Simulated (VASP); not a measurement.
# BP (F-43m) in VASP: a series of runs, part 2 of 2

VASP 6.6.1. Earlier steps stand in the parts before.

## (3) Relaxation of cell and atoms, revPBE

File INCAR:

```
SYSTEM = BP
PREC = Accurate
ENCUT = 600
EDIFF = 1E-7
ISMEAR = -1
SIGMA = 0.05
LREAL = .False.
LASPH = .True.
NELM = 60
ALGO = Normal
ISIF = 3
LWAVE = .False.
LCHARG = .False.
GGA = RE
IBRION = 2
NSW = 80
EDIFFG = -0.02
```

File KPOINTS:

```
Automatic mesh
0
Gamma
  10 10 10
  0 0 0
```

File POSCAR:

```
BP
1.0
    0.0000000000      2.2690000000      2.2690000000
    2.2690000000      0.0000000000      2.2690000000
    2.2690000000      2.2690000000      0.0000000000
P B
1 1
Direct
    0.7500000000      0.7500000000      0.7500000000
    0.0000000000      0.0000000000      0.0000000000
```

Potentials or basis: VASP PAW PBE potentials, release 64 (P, B).

Launch:

```bash
$ cat potpaw_PBE.64/P/POTCAR potpaw_PBE.64/B/POTCAR > POTCAR
$ mpirun -np 1 vasp_std > vasp.out
```

OUTCAR:

```text
SYSTEM = BP
   PREC = Accurate
   ENCUT = 600
   EDIFF = 1E-7
   ISMEAR = -1
   LREAL = .False.
   LASPH = .True.
   NELM = 60
   ISIF = 3
   GGA = RE
   IBRION = 2
   NSW = 80
   EDIFFG = -0.02

 ion  position               nearest neighbor table
   1  0.750  0.750  0.750-   2 1.97   2 1.97   2 1.97   2 1.97
   2  0.000  0.000  0.000-   1 1.97   1 1.97   1 1.97   1 1.97

  LATTYP: Found a face centered cubic cell.
 ALAT       =     4.5380000000

  Lattice vectors:

 A1 = (   0.0000000000,   2.2690000000,   2.2690000000)
 A2 = (   2.2690000000,   0.0000000000,   2.2690000000)
 A3 = (   2.2690000000,   2.2690000000,   0.0000000000)

Analysis of symmetry for initial positions (statically):
=====================================================================
 Subroutine PRICEL returns:
 Original cell was already a primitive cell.

 Routine SETGRP: Setting up the symmetry group for a
 face centered cubic supercell.

 Subroutine GETGRP returns: Found 24 space group operations
 (whereof 24 operations were pure point group operations)
 out of a pool of 48 trial point group operations.

The static configuration has the point symmetry T_d .

Analysis of symmetry for dynamics (positions and initial velocities):
=====================================================================
 Subroutine PRICEL returns:
 Original cell was already a primitive cell.

 Routine SETGRP: Setting up the symmetry group for a
 face centered cubic supercell.

 Subroutine GETGRP returns: Found 24 space group operations
 (whereof 24 operations were pure point group operations)
 out of a pool of 48 trial point group operations.

The dynamic configuration has the point symmetry T_d .

 Subroutine INISYM returns: Found 24 space group operations
 (whereof 24 operations are pure point group operations),
 and found     1 'primitive' translations

----------------------------------------------------------------------------------------

                                     Primitive cell

  volume of cell :      23.3633

  direct lattice vectors                    reciprocal lattice vectors
     0.000000000  2.269000000  2.269000000    -0.220361393  0.220361393  0.220361393
     2.269000000  0.000000000  2.269000000     0.220361393 -0.220361393  0.220361393
     2.269000000  2.269000000  0.000000000     0.220361393  0.220361393 -0.220361393

  length of vectors
     3.208850573  3.208850573  3.208850573     0.381677128  0.381677128  0.381677128

  position of ions in fractional coordinates (direct lattice)
     0.750000000  0.750000000  0.750000000
     0.000000000  0.000000000  0.000000000

  ion indices of the primitive-cell ions
   primitive index   ion index
                 1           1
                 2           2

----------------------------------------------------------------------------------------

 KPOINTS: Automatic mesh

Automatic generation of k-mesh.
 Grid dimensions read from file:
 generate k-points for:   10   10   10

 Generating k-lattice:

  Cartesian coordinates                     Fractional coordinates (reciprocal lattice)
[... 44 lines left out ...]
   total plane-waves  NPLWV =  21952
   dimension x,y,z NGX =    28 NGY =   28 NGZ =   28
   dimension x,y,z NGXF=    56 NGYF=   56 NGZF=   56
   ions per type =               1   1
   NGX,Y,Z   is equivalent  to a cutoff of  14.51, 14.51, 14.51 a.u.
   NGXF,Y,Z  is equivalent  to a cutoff of  29.01, 29.01, 29.01 a.u.
 SYSTEM =  BP
   PREC   = accura    normal or accurate (medium, high low for compatibility)
   ISTART =      0    job   : 0-new  1-cont  2-samecut
   ICHARG =      2    charge: 1-file 2-atom 10-const
   ISPIN  =      1    spin polarized calculation?
   LNONCOLLINEAR =      F non collinear calculations
   LSORBIT =      F    spin-orbit coupling
   LASPH  =      T    aspherical Exc in radial PAW
   ENCUT  =  600.0 eV  44.10 Ry    6.64 a.u.   6.41  6.41  6.41*2*pi/ulx,y,z
   NELM   =     60;   NELMIN=  2; NELMDL= -5     # of ELM steps
   EDIFF  = 0.1E-06   stopping-criterion for ELM
   LREAL  =      F    real-space projection
   EDIFFG = -.2E-01   stopping-criterion for IOM
   NSW    =     80    number of steps for IOM
   IBRION =      2    ionic relax: 0-MD 1-quasi-New 2-CG
   NFREE  =      1    steps in history (QN), initial steepest desc. (CG)
   ISIF   =      3    stress and relaxation
   ISYM   =      2    0-nonsym 1-usesym 2-fastsym
   POTIM  = 0.5000    time-step for ionic-motion
   TEBEG  =    0.0;   TEEND  =   0.0 temperature during run
   PSTRESS=    0.0 pullay stress
   NELECT =       8.0000    total number of electrons
   NUPDOWN=      -1.0000    fix difference up-down
   EMIN   =  10.00;   EMAX   =-10.00  energy-range for DOS
   EFERMI =   0.00;   METHOD = LEGACY
   ISMEAR =    -1;   SIGMA  =   0.05  broadening in eV -4-tet -1-fermi 0-gaus
   EFERMI_NEDOS =   21; number of points for ismear=-14 and -15
   IALGO  =     38    algorithm
   IMIX   =      4    mixing-type and parameters
     AMIX     =   0.40;   BMIX     =  1.00
     AMIX_MAG =   1.60;   BMIX_MAG =  1.00
  volume/ion in A,a.u.               =      11.68        78.83
  Fermi-wavevector in a.u.,A,eV,Ry     =   1.145320  2.164342 17.847562  1.311759
  Thomas-Fermi vector in A             =   2.282009
   LORBIT       =      0    0 simple, 1 ext, 2 COOP (PROOUT), +10 PAW based schemes
   GGA     = RE    functional components
   LHFCALC =     F    Hartree Fock is set to
   AEXX    =    0.0000 exact exchange contribution
   IVDW    =     0    specifies the selected vdW correction
   LEPSILON=     F    determine dielectric tensor
   LRPA    =     F    only Hartree local field effects (RPA)
 conjugate gradient relaxation of ions
 non-spin polarized calculation
  energy-cutoff  :      600.00
  volume of cell :       23.36
 maximum number of plane-waves:       794
 NGX is ok and might be reduce to    28
   NGX = 13   NGY = 13   NGZ = 13

--------------------------------------- Ionic step        1  -------------------------------------------

 number of electron       8.0000000 magnetization

 Free energy of the ion-electron system (eV)
  ---------------------------------------------------
  ext. energy  EPLUGINS =         0.00000000
  ---------------------------------------------------
  free energy    TOTEN  =       -12.38407822 eV

  energy without entropy =      -12.38407817  energy(sigma->0) =      -12.38407820

------------------------ aborting loop because EDIFF is reached ----------------------------------------

  FORCE on cell =-STRESS in cart. coord.  units (eV):
  Direction    XX          YY          ZZ          XY          YZ          ZX
  --------------------------------------------------------------------------------------
  -------------------------------------------------------------------------------------
  Total        0.4195804      0.4195804      0.4195804      0.0000000      0.0000000     -0.0000000
  in kB       28.7734719     28.7734719     28.7734719      0.0000000      0.0000000     -0.0000000
  external PRESSURE =      28.7734719 kB  Pullay stress =       0.0000000 kB
[... 59 lines left out ...]
--------------------------------------- Ionic step        3  -------------------------------------------

 number of electron       8.0000000 magnetization

 Free energy of the ion-electron system (eV)
  ---------------------------------------------------
  ext. energy  EPLUGINS =         0.00000000
  ---------------------------------------------------
  free energy    TOTEN  =       -12.38775243 eV

  energy without entropy =      -12.38775239  energy(sigma->0) =      -12.38775241

 E-fermi :   7.9096     XC(G=0): -10.7787

 val. band max:        7.2928420641   @ k =   0.0000   0.0000   0.0000
 cond. band min:       8.5632557760   @ k =   0.4000   0.4000   0.0000
 fundamental gap:      1.2704137119
 Fermi energy:         7.9096074653

 k-point     1 :       0.0000    0.0000    0.0000
  band No.  band energies     occupation
      1      -8.0256      2.00000
      2       7.2928      1.99999
      3       7.2928      1.99999
      4       7.2928      1.99999
      5      10.6622      0.00000
      6      10.6622      0.00000
      7      10.6623      0.00000
      8      14.4298      0.00000
[... 243 lines left out ...]
 k-point    24 :       0.4000    0.3000    0.0000
  band No.  band energies     occupation
      1      -5.1299      2.00000
      2       1.1531      2.00000
      3       3.3071      2.00000
      4       3.8285      2.00000
      5       9.1259      0.00000
      6      10.9363      0.00000
      7      16.6595      0.00000
      8      16.6808      0.00000

 [... further k-points ...]

------------------------ aborting loop because EDIFF is reached ----------------------------------------

  FORCE on cell =-STRESS in cart. coord.  units (eV):
  Direction    XX          YY          ZZ          XY          YZ          ZX
  --------------------------------------------------------------------------------------
  -------------------------------------------------------------------------------------
  Total        0.0012116      0.0012116      0.0012116      0.0000000     -0.0000000      0.0000000
  in kB        0.0816367      0.0816367      0.0816367      0.0000000     -0.0000000      0.0000000
  external PRESSURE =       0.0816367 kB  Pullay stress =       0.0000000 kB
[... 17 lines left out ...]
  FREE ENERGIE OF THE ION-ELECTRON SYSTEM (eV)
  ---------------------------------------------------
  free  energy   TOTEN  =       -12.3877524259 eV

  energy  without entropy=      -12.3877523879  energy(sigma->0) =      -12.38775241

 reached required accuracy - stopping structural energy minimisation
```

Wall time 27 s (1 thread of Intel Xeon Platinum 8488C (Sapphire Rapids), shared host); peak memory 0.15 GiB.

What came out:

```
Free energy                           : -12.3878 eV
Relaxed volume                        : 11.89 Å³/atom
Relaxed cell                          : a = 3.228 Å, b = 3.228 Å, c = 3.228 Å, α = 60.00°, β = 60.00°, γ = 60.00°
Space group after relaxing (to 0.1 Å) : F-43m (No. 216)
Energy gained by relaxing             : 1.8 meV/atom
Ionic steps                           : 3
Pressure after relaxing               : 0.0 GPa
Band gap on the k mesh                : 1.27 eV (least direct gap 3.37 eV)
```

Step by step:
```csv
step,energy change (eV),largest force (eV/Å),pressure (GPa),volume (Å³)
1,0.0000,0.0000,2.88,23.36
2,-0.0018,0.0000,-1.92,24.08
3,-0.0037,0.0000,0.01,23.78
```

Final structure:
```cif
data_structure
_symmetry_space_group_name_H-M 'P 1'
_symmetry_Int_Tables_number 1
_cell_length_a 3.2278
_cell_length_b 3.2278
_cell_length_c 3.2278
_cell_angle_alpha 60.000
_cell_angle_beta 60.000
_cell_angle_gamma 60.000
_cell_volume 23.78
loop_
_atom_site_label
_atom_site_type_symbol
_atom_site_fract_x
_atom_site_fract_y
_atom_site_fract_z
_atom_site_occupancy
P1 P 0.75000 0.75000 0.75000 1
B1 B 0.00000 0.00000 0.00000 1
```

Levels at points of the mesh, in eV from the valence-band top:
```csv
k point,band 1,band 2,band 3,band 4,band 5,band 6,band 7,band 8
"(0.00, 0.00, 0.00)",-15.32,0.00,0.00,0.00,3.37,3.37,3.37,7.14
"(0.50, 0.00, 0.00)",-12.06,-8.92,-1.74,-1.74,3.68,4.69,4.69,10.14
"(0.50, 0.50, 0.00)",-10.54,-8.52,-4.06,-4.06,1.36,1.71,11.99,11.99
```

Caveat: the PAW data sets were made with another functional, which shifts forces and pressure a little. A hybrid or GW would open this gap; revPBE tends to underestimate it.

## (4) Single point, PBE-based screened hybrid with 25 % exact exchange

This run uses another cell than the first one, of 10.98 Å³/atom.

File POSCAR:

```
BP
1.0
    0.0000000000      2.2226808807      2.2226808807
    2.2226808807      0.0000000000      2.2226808807
    2.2226808807      2.2226808807      0.0000000000
P B
1 1
Direct
    0.7500000000      0.7500000000      0.7500000000
    0.0000000000      0.0000000000      0.0000000000
```

File INCAR.step1:

```
SYSTEM = BP
  PREC = Accurate
  ENCUT = 520
  EDIFF = 1E-5
  ISMEAR = -1
  SIGMA = 0.05
  LREAL = .FALSE.
  LASPH = .TRUE.
  NELM = 100
  ALGO = Normal
  ISIF = 2
  LWAVE = .TRUE.
  LCHARG = .FALSE.
  GGA = PE
  NBANDS = 11
```

File INCAR.step2:

```
SYSTEM = BP
  PREC = Accurate
  ENCUT = 520
  EDIFF = 1E-6
  ISMEAR = -1
  SIGMA = 0.05
  LREAL = .FALSE.
  LASPH = .TRUE.
  NELM = 100
  ALGO = Normal
  ISIF = 2
  LWAVE = .FALSE.
  LCHARG = .FALSE.
  GGA = PE
  LHFCALC = .TRUE.
  AEXX = 0.25
  HFSCREEN = 0.3
  PRECFOCK = Normal
  ISTART = 1
  NBANDS = 11
```

File KPOINTS:

```
Automatic mesh
0
G
  5 5 5
  0 0 0
```

Launch:

```bash
$ cat potpaw_PBE.64/P/POTCAR potpaw_PBE.64/B/POTCAR > POTCAR
$ cp INCAR.step1 INCAR
$ mpirun -np 1 vasp_std > vasp.out
$ cp INCAR.step2 INCAR
$ mpirun -np 1 vasp_std > vasp.out
```

Wall time 2.3 min (1 thread of Intel Xeon Platinum 8488C (Sapphire Rapids), shared host); peak memory 0.23 GiB.

It converged, with:

| Property | Result |
| --- | --- |
| Free energy | -14.4009 eV |
| Pressure | 10.1 GPa |
| Band gap on the k mesh | 1.71 eV (least direct gap 4.26 eV) |

Levels at points of the mesh, in eV from the valence-band top:
```tsv
k point	band 2	band 3	band 4	band 5	band 6	band 7
(0.00, 0.00, 0.00)	0.00	0.00	0.00	4.26	4.26	4.26
```

Caveat: the k points lie up to 0.49 Å⁻¹ apart; the PAW data sets were made with another functional, which shifts forces and pressure a little; an odd mesh through Γ misses points on the zone boundary, where band edges can lie.

## (5) Single point, PBE-based screened hybrid with 25 % exact exchange

This run uses another cell than the first one, of 11.21 Å³/atom.

File POSCAR:

```
BP
1.0
    0.0000000000      2.2383340787      2.2383340787
    2.2383340787      0.0000000000      2.2383340787
    2.2383340787      2.2383340787      0.0000000000
P B
1 1
Direct
    0.7500000000      0.7500000000      0.7500000000
    0.0000000000      0.0000000000      0.0000000000
```

File INCAR.step1:

```
SYSTEM = BP
PREC = Accurate
ENCUT = 520
EDIFF = 1E-5
ISMEAR = -1
SIGMA = 0.05
LREAL = .FALSE.
LASPH = .TRUE.
NELM = 80
ALGO = Normal
ISIF = 2
LWAVE = .TRUE.
LCHARG = .FALSE.
GGA = PE
NBANDS = 11
```

File INCAR.step2:

```
SYSTEM = BP
PREC = Accurate
ENCUT = 520
EDIFF = 1E-7
ISMEAR = -1
SIGMA = 0.05
LREAL = .FALSE.
LASPH = .TRUE.
NELM = 80
ALGO = Normal
ISIF = 2
LWAVE = .FALSE.
LCHARG = .FALSE.
GGA = PE
LHFCALC = .TRUE.
AEXX = 0.25
HFSCREEN = 0.3
PRECFOCK = Normal
ISTART = 1
NBANDS = 11
```

KPOINTS is that of step 4.

Potentials or basis: VASP PAW PBE potentials, release 64 (P, B).

Launch:

```bash
$ cat potpaw_PBE.64/P/POTCAR potpaw_PBE.64/B/POTCAR > POTCAR
$ cp INCAR.step1 INCAR
$ mpirun -np 1 vasp_std > vasp.out
$ cp INCAR.step2 INCAR
$ mpirun -np 1 vasp_std > vasp.out
```

OUTCAR:

```text
SYSTEM = BP
   PREC = Accurate
   ENCUT = 520
   EDIFF = 1E-7
   ISMEAR = -1
   LREAL = .FALSE.
   LASPH = .TRUE.
   NELM = 80
   ISIF = 2
   GGA = PE
   LHFCALC = .TRUE.
   AEXX = 0.25
   HFSCREEN = 0.3
   PRECFOCK = Normal
   ISTART = 1

 ion  position               nearest neighbor table
   1  0.750  0.750  0.750-   2 1.94   2 1.94   2 1.94   2 1.94
   2  0.000  0.000  0.000-   1 1.94   1 1.94   1 1.94   1 1.94

  LATTYP: Found a face centered cubic cell.
 ALAT       =     4.4766681574

[... 318 lines left out ...]

------------------------ aborting loop because EDIFF is reached ----------------------------------------

  FORCE on cell =-STRESS in cart. coord.  units (eV):
  Direction    XX          YY          ZZ          XY          YZ          ZX
  --------------------------------------------------------------------------------------
  -------------------------------------------------------------------------------------
  Total        0.8221805      0.8221805      0.8221805     -0.0000000     -0.0000000     -0.0000000
  in kB       58.7317664     58.7317664     58.7317664     -0.0000000     -0.0000000     -0.0000000
  external PRESSURE =      58.7317664 kB  Pullay stress =       0.0000000 kB

 VOLUME and BASIS-vectors are now :
 -----------------------------------------------------------------------------
  energy-cutoff  :      520.00
  volume of cell :       22.43
      direct lattice vectors                 reciprocal lattice vectors
     0.000000000  2.238334079  2.238334079    -0.223380417  0.223380417  0.223380417
     2.238334079  0.000000000  2.238334079     0.223380417 -0.223380417  0.223380417
     2.238334079  2.238334079  0.000000000     0.223380417  0.223380417 -0.223380417

 POSITION                                       TOTAL-FORCE (eV/Angst)
 -----------------------------------------------------------------------------------
      3.35750      3.35750      3.35750        -0.000000     -0.000000     -0.000000
      0.00000      0.00000      0.00000         0.000000      0.000000      0.000000
 -----------------------------------------------------------------------------------
    total drift:                                0.000000     -0.000000     -0.000000

  FREE ENERGIE OF THE ION-ELECTRON SYSTEM (eV)
  ---------------------------------------------------
  free  energy   TOTEN  =       -14.4243612262 eV

  energy  without entropy=      -14.4243612226  energy(sigma->0) =      -14.42436122
```

It took 2.4 min on 1 thread of Intel Xeon Platinum 8488C (Sapphire Rapids), shared host; peak memory 0.23 GiB.

What came out:

```yaml
Free_energy: -14.4244 eV
Pressure: 5.9 GPa
Band_gap_on_the_k_mesh: 1.74 eV (least direct gap 4.22 eV)
```

Caveat: the k points lie up to 0.49 Å⁻¹ apart; the PAW data sets were made with another functional, which shifts forces and pressure a little; an odd mesh through Γ misses points on the zone boundary, where band edges can lie.

## (6) Summary

| task | level | cell | k mesh | cutoff (eV) | grid for exact exchange (PRECFOCK) | share of exact exchange | screening parameter | gap on the mesh (eV) | pressure (GPa) | relaxed volume (Å³/atom) |
| --- | --- | --- | --- | --- | --- | --- | --- | --- | --- | --- |
| relaxation of cell and atoms | revPBE+D4 | relaxed from a = 3.209 Å, angles 60.0°, 2 atoms | 10 × 10 × 10 | 600 | - | - | - | 1.17 | 0.0 | 11.13 |
| relaxation of cell and atoms | revPBE | relaxed from a = 3.209 Å, angles 60.0°, 2 atoms | 10 × 10 × 10 | 600 | - | - | - | 1.27 | 0.0 | 11.89 |
| single point | PBE-based screened hybrid with 25 % exact exchange | a = 3.143 Å, angles 60.0°, 2 atoms | 5 × 5 × 5 | 520 | Normal | 0.25 | 0.3 1/Å | 1.71 | 10.1 | - |
| single point | PBE-based screened hybrid with 25 % exact exchange | a = 3.165 Å, angles 60.0°, 2 atoms | 5 × 5 × 5 | 520 | Normal | 0.25 | 0.3 1/Å | 1.74 | 5.9 | - |

Alike in all rows: potentials or basis VASP PAW PBE potentials, release 64 (P, B); no spin polarisation; smearing fermi-dirac 0.05 eV.

Caveats: some runs use coarse meshes; the PAW data sets were made with another functional, which shifts forces and pressure a little; an odd mesh through Γ misses points on the zone boundary, where band edges can lie (at least some runs).

Absolute energies hang on the potentials; compare differences alone.
